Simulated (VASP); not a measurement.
# ZnO: single point with PBE+D3(BJ)

The system is ZnO.

```
CELL_PARAMETERS angstrom
2.99276 0.00000 0.00000
-1.49638 2.59180 0.00000
0.00000 0.00000 7.34795
ATOMIC_POSITIONS crystal
Zn 0.00000 0.00000 0.75000
Zn 0.00000 0.00000 0.25000
O 0.33333 0.66667 0.25000
O 0.66667 0.33333 0.75000
```

This cell differs from its parent crystal: ratio of the length along z to the lengths across it x 1.3, volume and fractional coordinates fixed.

- Program: VASP 6.6.1
- Task: single point
- Functional: PBE
- Dispersion: D3(BJ)
- Potentials or basis: VASP PAW PBE potentials, release 64 (Zn, O)
- Cutoff: 520 eV
- k mesh: 12 × 12 × 6
- Occupations: gaussian, width 0.05 eV
- Spin: no spin polarisation

The pressure is 39.0 GPa and the band gap on the k mesh is 0.72 eV. The dispersion energy per atom is -0.182 eV.

Stress tensor (GPa, compression positive):
```
59.65  0.00  0.00
 0.00 59.65  0.00
 0.00  0.00 -2.25
```

Levels at points of the mesh, in eV from the valence-band top:
```tsv
k point	band 14	band 15	band 16	band 17	band 18	band 19	band 20	band 21	band 22	band 23
(0.00, 0.00, 0.00)	-4.03	-0.01	-0.01	0.00	0.00	0.72	3.66	4.26	10.01	10.17
(0.50, 0.00, 0.00)	-4.37	-2.81	-2.76	-2.03	-1.96	4.43	6.18	6.39	7.74	9.07
(0.00, 0.00, 0.50)	-4.63	0.00	0.00	0.00	0.00	1.77	1.77	6.68	6.68	14.46
(0.50, 0.00, 0.50)	-4.54	-2.78	-2.78	-1.97	-1.97	4.96	4.96	7.57	7.57	9.12
```

It took 2.4 min on 1 thread of Intel Xeon 8259CL, with other jobs on the host, peak memory 0.24 GiB.

Caveat: the stress differs along the axes, from -2 to 60 GPa; semilocal functionals underestimate gaps, and a narrow one can read as zero. A k mesh can miss the band edges.
